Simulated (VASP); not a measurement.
# Al3O in VASP: notebook

Runs on Al3O. Level: PBE. Tasks: single point.

Everything below comes from runs of VASP 6.6.1. Logs are shortened: lines on timing, memory, paths and dates and some standing lists are left out, and cuts for length are marked.

### 1 The cell of the first run

The cell holds a slab with vacuum, 4 atoms: a = 2.857 Å, b = 2.857 Å, c = 19.675 Å, α = 90.00°, β = 90.00°, γ = 90.00°.

### 2 Single point, PBE

File INCAR:

```
SYSTEM = Al3O
ALGO     = Normal         ! electronic algorithm
DIPOL    = 0.5 0.5 0.352
EDIFF    = 1E-6           ! SCF threshold, eV
ENCUT    = 520            ! plane-wave cutoff, eV
GGA      = PE             ! functional
IDIPOL   = 3            
ISIF     = 2              ! what is computed and relaxed
ISMEAR   = 0              ! smearing method
LASPH    = .True.         ! aspherical terms in the spheres
LCHARG   = .False.        ! write CHGCAR
LDIPOL   = .True.       
LREAL    = .False.        ! projectors in reciprocal space
LWAVE    = .False.        ! write WAVECAR
NBANDS   = 16             ! bands
NELM     = 80             ! most SCF steps
PREC     = Accurate       ! precision mode
SIGMA    = 0.1            ! smearing width, eV
```

File KPOINTS:

```
k-points
0
Gamma
  9 9 1
  0 0 0
```

File POSCAR:

```
Al3O
1.0
    2.8567582918      0.0000000000      0.0000000000
    0.0000000000      2.8567582918      0.0000000000
    0.0000000000      0.0000000000     19.6746954317
Al O
3 1
Direct
    0.5000000000      0.5000000000      0.2033068321
    0.0000000000      0.0000000000      0.3092728609
    0.5000000000      0.5000000000      0.4154928578
    0.5000000000      0.8333333333      0.4814585704
```

Potentials or basis: VASP PAW PBE potentials, release 64 (Al, O).

Command:

```console
cat potpaw_PBE.64/Al/POTCAR potpaw_PBE.64/O/POTCAR > POTCAR
mpirun -np 1 vasp_std > vasp.out
```

OUTCAR:

```text
SYSTEM = Al3O
   EDIFF = 1E-6
   ENCUT = 520
   GGA = PE
   ISIF = 2
   ISMEAR = 0
   LASPH = .True.
   LREAL = .False.
   NELM = 80
   PREC = Accurate

 ion  position               nearest neighbor table
   1  0.500  0.500  0.203-   2 2.90   2 2.90   2 2.90   2 2.90
   2  0.000  0.000  0.309-   1 2.90   1 2.90   1 2.90   1 2.90   3 2.91   3 2.91   3 2.91   3 2.91

   3  0.500  0.500  0.415-   4 1.61   4 2.30   2 2.91   2 2.91   2 2.91   2 2.91
   4  0.500  0.833  0.481-   3 1.61   3 2.30

  LATTYP: Found a simple tetragonal cell.
 ALAT       =     2.8567582918
 C/A-ratio  =     6.8870703861

  Lattice vectors:

 A1 = (   2.8567582918,   0.0000000000,   0.0000000000)
 A2 = (   0.0000000000,   2.8567582918,   0.0000000000)
 A3 = (   0.0000000000,   0.0000000000,  19.6746954317)

Analysis of symmetry for initial positions (statically):
=====================================================================
 Subroutine PRICEL returns:
 Original cell was already a primitive cell.

 Routine SETGRP: Setting up the symmetry group for a
 simple tetragonal supercell.

 Subroutine GETGRP returns: Found  2 space group operations
 (whereof  2 operations were pure point group operations)
 out of a pool of 16 trial point group operations.

The static configuration has the point symmetry C_1h.

Analysis of symmetry for dynamics (positions and initial velocities):
=====================================================================
 Subroutine PRICEL returns:
 Original cell was already a primitive cell.

 Routine SETGRP: Setting up the symmetry group for a
 simple tetragonal supercell.

 Subroutine GETGRP returns: Found  2 space group operations
 (whereof  2 operations were pure point group operations)
 out of a pool of 16 trial point group operations.

The dynamic configuration has the point symmetry C_1h.

 Subroutine INISYM returns: Found  2 space group operations
 (whereof  2 operations are pure point group operations),
 and found     1 'primitive' translations

----------------------------------------------------------------------------------------

                                     Primitive cell

  volume of cell :     160.5665

  direct lattice vectors                    reciprocal lattice vectors
     2.856758292  0.000000000  0.000000000     0.350047116  0.000000000  0.000000000
     0.000000000  2.856758292  0.000000000     0.000000000  0.350047116  0.000000000
     0.000000000  0.000000000 19.674695432     0.000000000  0.000000000  0.050826708

  length of vectors
[... 96 lines left out ...]
   NELECT =      15.0000    total number of electrons
   NUPDOWN=      -1.0000    fix difference up-down
   EMIN   =  10.00;   EMAX   =-10.00  energy-range for DOS
   EFERMI =   0.00;   METHOD = LEGACY
   ISMEAR =     0;   SIGMA  =   0.10  broadening in eV -4-tet -1-fermi 0-gaus
   EFERMI_NEDOS =   21; number of points for ismear=-14 and -15
   IALGO  =     38    algorithm
   IMIX   =      4    mixing-type and parameters
     AMIX     =   0.40;   BMIX     =  1.00
     AMIX_MAG =   1.60;   BMIX_MAG =  1.00
  volume/ion in A,a.u.               =      40.14       270.89
  Fermi-wavevector in a.u.,A,eV,Ry     =   0.742826  1.403737  7.507559  0.551790
  Thomas-Fermi vector in A             =   1.837796
   LORBIT       =      0    0 simple, 1 ext, 2 COOP (PROOUT), +10 PAW based schemes
   GGA     = PE    functional components
   LHFCALC =     F    Hartree Fock is set to
   AEXX    =    0.0000 exact exchange contribution
   IVDW    =     0    specifies the selected vdW correction
   LEPSILON=     F    determine dielectric tensor
   LRPA    =     F    only Hartree local field effects (RPA)
 non-spin polarized calculation
 Gauss-broadening in eV      SIGMA  =   0.10
  energy-cutoff  :      520.00
  volume of cell :      160.57
 maximum number of plane-waves:      4361
 NGX is ok and might be reduce to    24
   NGX = 11   NGY = 11   NGZ = 73

 dipolmoment           0.000000      0.000000     -0.018996 electrons x Angstroem

 number of electron      15.0000002 magnetization

 dipolmoment           0.000000      0.000000      0.221694 electrons x Angstroem

 Free energy of the ion-electron system (eV)
  ---------------------------------------------------
  ext. energy  EPLUGINS =         0.00000000
  ---------------------------------------------------
  free energy    TOTEN  =       -16.92370847 eV

  energy without entropy =      -16.91522200  energy(sigma->0) =      -16.91946524

 E-fermi :  -2.0159     XC(G=0):  -4.5426

 val. band max:       -2.0226586334   @ k =   0.0000   0.2222   0.0000
 cond. band min:      -1.9890728254   @ k =   0.4444   0.3333   0.0000
 fundamental gap:      0.0335858080
 Fermi energy:        -2.0159495131

 k-point     1 :       0.0000    0.0000    0.0000
  band No.  band energies     occupation
      1     -19.0546      2.00000
      2     -12.1058      2.00000
      3      -9.5936      2.00000
      4      -6.0922      2.00000
      5      -3.7625      2.00000
      6      -2.7112      2.00000
[... 433 lines left out ...]
      3      -5.5485      2.00000
      4      -4.9000      2.00000
      5      -4.3359      2.00000
      6      -3.6108      2.00000
[... 8 lines left out ...]
     15       3.5737      0.00000
     16       5.5448      0.00000

 [... further k-points ...]

------------------------ aborting loop because EDIFF is reached ----------------------------------------

 vacuum level on the upper side and lower side of the slab       (xc-potential included)         2.366        -2.410

  FORCE on cell =-STRESS in cart. coord.  units (eV):
  Direction    XX          YY          ZZ          XY          YZ          ZX
  --------------------------------------------------------------------------------------
  -------------------------------------------------------------------------------------
  Total        0.3039164     -0.6271903      0.6694139      0.0000000      4.6182407      0.0000000
  in kB        3.0325622     -6.2582789      6.6795974      0.0000000     46.0820864      0.0000000
  external PRESSURE =       1.1512936 kB  Pullay stress =       0.0000000 kB

 VOLUME and BASIS-vectors are now :
 -----------------------------------------------------------------------------
  energy-cutoff  :      520.00
  volume of cell :      160.57
      direct lattice vectors                 reciprocal lattice vectors
     2.856758292  0.000000000  0.000000000     0.350047116  0.000000000  0.000000000
     0.000000000  2.856758292  0.000000000     0.000000000  0.350047116  0.000000000
     0.000000000  0.000000000 19.674695432     0.000000000  0.000000000  0.050826708

 POSITION                                       TOTAL-FORCE (eV/Angst)
 -----------------------------------------------------------------------------------
      1.42838      1.42838      4.00000         0.000000      0.009731     -0.136097
      0.00000      0.00000      6.08485         0.000000      0.090661      0.007282
      1.42838      1.42838      8.17470         0.000000     -3.836473      0.046243
      1.42838      2.38063      9.47255         0.000000      3.736081      0.082573
 -----------------------------------------------------------------------------------
    total drift:                                0.000000      0.000029      0.000082

  FREE ENERGIE OF THE ION-ELECTRON SYSTEM (eV)
  ---------------------------------------------------
  free  energy   TOTEN  =       -16.9237084725 eV

  energy  without entropy=      -16.9152220010  energy(sigma->0) =      -16.91946524

 vacuum level on the upper side and lower side of the slab         7.235         2.322
```

stdout:

```text
POSCAR found type information on POSCAR AlO
 POSCAR found :  2 types and       4 ions
 scaLAPACK will be used
 LDA part: xc-table for (Slater+PW92), standard interpolation
 POSCAR, INCAR and KPOINTS ok, starting setup
 FFT: planning ... GRIDC
 FFT: planning ... GRID_SOFT
 FFT: planning ... GRID
 WAVECAR not read
 entering main loop
```

Run time: 1.7 min. Hardware: 1 thread of Intel Xeon 6975P-C, shared host; peak memory 0.29 GiB.

Results:

- Free energy: -16.9237 eV
- Largest force: 3.837 eV/Å

Forces on the atoms (eV/Å):
```
Al   0.000  0.010 -0.136
Al   0.000  0.091  0.007
Al   0.000 -3.836  0.046
O    0.000  3.736  0.083
```

Levels at points of the mesh, in eV from the Fermi level:
```csv
k point,band 4,band 5,band 6,band 7,band 8,band 9,band 10,band 11
"(0.00, 0.00, 0.00)",-4.08,-1.75,-0.70,-0.14,1.26,3.80,5.30,6.31
```

Caveat: an odd number of electrons without spin polarisation forces a metal; a magnetic or distorted state may lie lower.

### 3 Single point, PBE

File INCAR:

```
SYSTEM = Al3O
ALGO = Normal
DIPOL = 0.5 0.5 0.356
EDIFF = 1E-6
ENCUT = 520
GGA = PE
IDIPOL = 3
ISIF = 2
ISMEAR = 0
LASPH = .True.
LCHARG = .False.
LDIPOL = .True.
LREAL = .False.
LWAVE = .False.
NBANDS = 16
NELM = 100
PREC = Accurate
SIGMA = 0.1
```

KPOINTS is that of step 2.

Edit POSCAR of step 2 so:

```diff
@@ -11,2 +11,2 @@
     0.5000000000      0.5000000000      0.4154928578
-    0.5000000000      0.8333333333      0.4814585704
+    0.5000000000      0.6666666667      0.4962203376
```

Potentials or basis: VASP PAW PBE potentials, release 64 (Al, O).

Command:

```console
cat potpaw_PBE.64/Al/POTCAR potpaw_PBE.64/O/POTCAR > POTCAR
mpirun -np 1 vasp_std > vasp.out
```

It took 1.9 min on 1 thread of Intel Xeon 6975P-C, shared host; peak memory 0.29 GiB.

The run converged. Its results:

- Free energy: -15.9176 eV
- Largest force: 1.130 eV/Å

Forces in eV/Å, atoms in the order of the input:
```
Al   0.000 -0.002 -0.119
Al   0.000  0.066  0.239
Al   0.000 -1.107 -0.223
O    0.000  1.043  0.103
```

Levels at points of the mesh, in eV from the Fermi level:
```
           k point  band 5  band 6  band 7  band 8  band 9  band 10  band 11  band 12
(0.00, 0.00, 0.00)   -2.05   -0.05    0.02    0.77    3.62     5.25     6.16     6.47
```

Caveat: an odd number of electrons without spin polarisation forces a metal; a magnetic or distorted state may lie lower.

### 4 Single point, PBE

File INCAR:

```
SYSTEM = Al3O
  ALGO = Normal
  DIPOL = 0.5 0.5 0.344
  EDIFF = 1E-7
  ENCUT = 520
  GGA = PE
  IDIPOL = 3
  ISIF = 2
  ISMEAR = 0
  LASPH = .True.
  LCHARG = .False.
  LDIPOL = .True.
  LREAL = .False.
  LWAVE = .False.
  NBANDS = 16
  NELM = 100
  PREC = Accurate
  SIGMA = 0.1
```

KPOINTS is that of step 3.

Edit POSCAR of step 3 so:

```diff
@@ -11,2 +11,2 @@
     0.5000000000      0.5000000000      0.4154928578
-    0.5000000000      0.6666666667      0.4962203376
+    0.8333333333      1.0000000000      0.4490086927
```

Command:

```console
cat potpaw_PBE.64/Al/POTCAR potpaw_PBE.64/O/POTCAR > POTCAR
mpirun -np 1 vasp_std > vasp.out
```

It took 92 s on 1 thread of Intel Xeon 6975P-C, shared host; peak memory 0.29 GiB.

It converged, with:

| Quantity | Value |
| --- | --- |
| Free energy | -18.9162 eV |
| Largest force | 0.521 eV/Å |

Forces in eV/Å, atoms in the order of the input:
```
Al   0.028  0.000 -0.219
Al   0.236  0.000 -0.315
Al   0.022  0.000  0.521
O   -0.287  0.000  0.013
```

Levels at points of the mesh, in eV from the Fermi level:
```csv
k point,band 5,band 6,band 7,band 8,band 9,band 10
"(0.00, 0.00, 0.00)",-4.69,-3.96,-2.31,0.60,3.17,4.33
```

Caveat: an odd number of electrons without spin polarisation forces a metal; a magnetic or distorted state may lie lower.

### 5 Single point, PBE

File INCAR:

```
SYSTEM = Al3O
ALGO = Normal
DIPOL = 0.5 0.5 0.346
EDIFF = 1E-6
ENCUT = 520
GGA = PE
IDIPOL = 3
ISIF = 2
ISMEAR = 0
LASPH = .True.
LCHARG = .True.
LDIPOL = .True.
LELF = .True.
LREAL = .False.
LVACPOTAV = .True.
LVHAR = .True.
LWAVE = .False.
NBANDS = 16
NELM = 60
PREC = Accurate
SIGMA = 0.1
```

KPOINTS is that of step 4.

Edit POSCAR of step 4 so:

```diff
@@ -11,2 +11,2 @@
     0.5000000000      0.5000000000      0.4154928578
-    0.8333333333      1.0000000000      0.4490086927
+    0.6666666667      1.0000000000      0.4572214343
```

Potentials or basis: VASP PAW PBE potentials, release 64 (Al, O).

Command:

```console
cat potpaw_PBE.64/Al/POTCAR potpaw_PBE.64/O/POTCAR > POTCAR
mpirun -np 1 vasp_std > vasp.out
```

OUTCAR:

```text
SYSTEM = Al3O
   EDIFF = 1E-6
   ENCUT = 520
   GGA = PE
   ISIF = 2
   ISMEAR = 0
   LASPH = .True.
   LREAL = .False.
   NELM = 60
   PREC = Accurate

 ion  position               nearest neighbor table
   1  0.500  0.500  0.203-   2 2.90   2 2.90   2 2.90   2 2.90
   2  0.000  0.000  0.309-   1 2.90   1 2.90   1 2.90   1 2.90   3 2.91   3 2.91   3 2.91   3 2.91

   3  0.500  0.500  0.415-   4 1.71   4 1.71   2 2.91   2 2.91   2 2.91   2 2.91
   4  0.667  0.000  0.457-   3 1.71   3 1.71

  LATTYP: Found a simple tetragonal cell.
 ALAT       =     2.8567582918
 C/A-ratio  =     6.8870703861

  Lattice vectors:

 A1 = (   2.8567582918,   0.0000000000,   0.0000000000)
 A2 = (   0.0000000000,   2.8567582918,   0.0000000000)
 A3 = (   0.0000000000,   0.0000000000,  19.6746954317)

Analysis of symmetry for initial positions (statically):
=====================================================================
 Subroutine PRICEL returns:
 Original cell was already a primitive cell.

 Routine SETGRP: Setting up the symmetry group for a
 simple tetragonal supercell.

 Subroutine GETGRP returns: Found  2 space group operations
 (whereof  2 operations were pure point group operations)
[... 170 lines left out ...]
 E-fermi :  -0.9348     XC(G=0):  -4.4176

 val. band max:       -0.9687356054   @ k =   0.3333   0.2222   0.0000
 cond. band min:      -0.9207906041   @ k =  -0.2222   0.3333   0.0000
 fundamental gap:      0.0479450014
 Fermi energy:        -0.9348174991

 k-point     1 :       0.0000    0.0000    0.0000
  band No.  band energies     occupation
      1     -20.1406      2.00000
      2     -10.9883      2.00000
      3      -8.4530      2.00000
      4      -5.2569      2.00000
      5      -4.9023      2.00000
      6      -3.3551      2.00000
[... 433 lines left out ...]
      3      -5.7362      2.00000
      4      -4.9129      2.00000
      5      -4.3640      2.00000
      6      -3.4981      2.00000
[... 8 lines left out ...]
     15       4.9197      0.00000
     16       7.1373      0.00000

 [... further k-points ...]
[... 5 lines left out ...]
  --------------------------------------------------------------------------------------
  -------------------------------------------------------------------------------------
  Total        0.6150097     -0.0328094      1.0751431      0.0000000      0.0000000     -0.1432468
  in kB        6.1367376     -0.3273809     10.7280761      0.0000000      0.0000000     -1.4293566
  external PRESSURE =       5.5124776 kB  Pullay stress =       0.0000000 kB

 VOLUME and BASIS-vectors are now :
 -----------------------------------------------------------------------------
  energy-cutoff  :      520.00
  volume of cell :      160.57
      direct lattice vectors                 reciprocal lattice vectors
     2.856758292  0.000000000  0.000000000     0.350047116  0.000000000  0.000000000
     0.000000000  2.856758292  0.000000000     0.000000000  0.350047116  0.000000000
     0.000000000  0.000000000 19.674695432     0.000000000  0.000000000  0.050826708

 POSITION                                       TOTAL-FORCE (eV/Angst)
 -----------------------------------------------------------------------------------
      1.42838      1.42838      4.00000         0.023834      0.000000     -0.137559
      0.00000      0.00000      6.08485         0.151752      0.000000     -0.243905
      1.42838      1.42838      8.17470        -0.509047      0.000000      0.367625
      1.90451      0.00000      8.99569         0.333461      0.000000      0.013839
 -----------------------------------------------------------------------------------
    total drift:                               -0.000193      0.000000     -0.000204

  FREE ENERGIE OF THE ION-ELECTRON SYSTEM (eV)
  ---------------------------------------------------
  free  energy   TOTEN  =       -18.8714147929 eV

  energy  without entropy=      -18.8657855600  energy(sigma->0) =      -18.86860018

 vacuum level on the upper side and lower side of the slab         5.570         3.395
```

OSZICAR:

```text
N       E                     dE             d eps       ncg     rms          rms(c)
DAV:   1     0.773665873290E+02    0.77367E+02   -0.49485E+03   800   0.666E+02
DAV:   2    -0.981676066416E+01   -0.87183E+02   -0.76856E+02  1064   0.146E+02
DAV:   3    -0.214549010520E+02   -0.11638E+02   -0.11503E+02  1104   0.582E+01
[... 15 lines left out ...]
DAV:  19    -0.188713859700E+02   -0.61496E-04   -0.40301E-06   928   0.617E-03    0.218E-03
DAV:  20    -0.188714060682E+02   -0.20098E-04   -0.13612E-06   928   0.574E-03    0.723E-04
DAV:  21    -0.188714133222E+02   -0.72540E-05   -0.50922E-07   928   0.285E-03    0.632E-04
DAV:  22    -0.188714146148E+02   -0.12925E-05   -0.86944E-08   832   0.142E-03    0.164E-04
DAV:  23    -0.188714147929E+02   -0.17810E-06   -0.18064E-08   848   0.729E-04
   1 F= -.18871415E+02 E0= -.18868600E+02  d E =-.562923E-02
```

stdout:

```text
POSCAR found type information on POSCAR AlO
 POSCAR found :  2 types and       4 ions
 scaLAPACK will be used
 LDA part: xc-table for (Slater+PW92), standard interpolation
 POSCAR, INCAR and KPOINTS ok, starting setup
 FFT: planning ... GRIDC
 FFT: planning ... GRID_SOFT
 FFT: planning ... GRID
 WAVECAR not read
 entering main loop
 -----------------------------------------------------------------------------
|                                                                             |
|           W    W    AA    RRRRR   N    N  II  N    N   GGGG   !!!           |
|           W    W   A  A   R    R  NN   N  II  NN   N  G    G  !!!           |
|           W    W  A    A  R    R  N N  N  II  N N  N  G       !!!           |
|           W WW W  AAAAAA  RRRRR   N  N N  II  N  N N  G  GGG   !            |
|           WW  WW  A    A  R   R   N   NN  II  N   NN  G    G                |
|           W    W  A    A  R    R  N    N  II  N    N   GGGG   !!!           |
|                                                                             |
|     Did not find any points to average over, which means that no vacuum     |
|     field-free region was found. Please increase the size of  your cell     |
|     in the dimension of the dipole correction to obtain accurate            |
|     workfunction values.                                                    |
|                                                                             |
 -----------------------------------------------------------------------------
```

Run time: 1.7 min. Hardware: 1 thread of Intel Xeon 6975P-C, shared host; peak memory 0.29 GiB.

What came out:

```
Free energy   : -18.8714 eV
Largest force : 0.628 eV/Å
```

Forces on the atoms (eV/Å):
```
Al   0.024  0.000 -0.138
Al   0.152  0.000 -0.244
Al  -0.509  0.000  0.368
O    0.333  0.000  0.014
```

Levels at points of the mesh, in eV from the Fermi level:
```
           k point  band 5  band 6  band 7  band 8  band 9  band 10
(0.00, 0.00, 0.00)   -3.97   -2.42   -1.96    1.21    3.59     4.98
```

Caveat: an odd number of electrons without spin polarisation forces a metal; a magnetic or distorted state may lie lower.
